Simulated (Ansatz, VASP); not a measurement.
**NaF: VASP beside Ansatz**

```
Na F
1.0
     2.79349    0.00000    0.00000
     0.00000    2.79349    0.00000
     0.00000    0.00000    2.79349
Na F
1 1
Cartesian
  0.0000 0.0000 0.0000
  1.3967 1.3967 1.3967
```

Alike in both runs: task single point; functional PBEsol; k mesh 6 × 6 × 6; occupations methfessel-paxton of order 1, width 0.5 eV; no spin polarisation.

```csv
,VASP,Ansatz
version,VASP 6.6.1,Ansatz 0.2.0
potentials or method,"VASP PAW PBE potentials, release 64 (Na_pv, F)",plane waves
plane-wave cutoff (eV),520,420
valence electrons in the cell,14,16
```

```tsv
	VASP	Ansatz	Ansatz less VASP
gap on the k mesh at the Fermi level (eV)	5.98	6.00	+0.012
pressure (GPa)	1.1	1.4	+0.27
```

VASP's potentials were made for PBE, not for PBEsol. VASP's potentials hold 14 valence electrons a cell and Ansatz's 16, so a difference there can come from the potentials and not from the codes.
